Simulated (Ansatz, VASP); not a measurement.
Ta: VASP beside Ansatz

INCAR

```
PREC     = Accurate       # precision mode
ENCUT    = 520            # plane-wave cutoff, eV
EDIFF    = 1E-8           # SCF threshold, eV
ISMEAR   = -1             # smearing method
SIGMA    = 0.08           # smearing width, eV
LREAL    = False          # projectors in reciprocal space
LASPH    = True           # aspherical terms in the spheres
NELM     = 60             # most SCF steps
ALGO     = Normal         # electronic algorithm
ISIF     = 2              # what is computed and relaxed
LWAVE    = False          # write WAVECAR
LCHARG   = False          # write CHGCAR
GGA      = PS             # functional
LEFG     = True         
NBANDS   = 12             # bands
```

KPOINTS

```
Automatic mesh
0
Gamma
  17 17 17
```

POSCAR

```
Ta
1.0
   -1.6730098603      1.6730098603      1.6730098603
    1.6730098603     -1.6730098603      1.6730098603
    1.6730098603      1.6730098603     -1.6730098603
Ta
1
Direct
    0.0000000000      0.0000000000      0.0000000000
```

Input for Ansatz:

```yaml
crystal:
  lattice:
    - [-1.6730098603, 1.6730098603, 1.6730098603]
    - [1.6730098603, -1.6730098603, 1.6730098603]
    - [1.6730098603, 1.6730098603, -1.6730098603]
  atoms:
    - { symbol: Ta, position: [0.0, 0.0, 0.0] }
kpoints:
  mp_grid: { grid: [17, 17, 17] }
scf:
  occupations: { method: fermi_dirac, width: 0.08 }
hamiltonian:
  xc: pbesol
  pseudopotentials: { kind: all_electron, datasets: crystal }
output:
  forces: true
  stress: true
  eigenvalues: true
  efg: { contact_densities: true }
```

Change from the starting cell: volume scaled by 1.04, crystal datasets.

Alike in both runs: task electric field gradients; functional PBEsol; k mesh 17 × 17 × 17; occupations fermi-dirac, width 0.08 eV; no spin polarisation.

```csv
,VASP,Ansatz
version,VASP 6.6.1,Ansatz 0.2.0
potentials or method,"VASP PAW PBE potentials, release 64 (Ta_pv), cutoff 520 eV","all-electron PAW with datasets made for the crystal, scalar-relativistic"
```

|  | VASP | Ansatz | Ansatz less VASP |
| --- | --- | --- | --- |
| pressure (GPa) | -10.7 | -10.8 | -0.10 |

VASP's potentials were made for PBE, not for PBEsol. Ansatz ran all-electron here, and VASP with PAW potentials.

Spin-orbit coupling is off throughout.
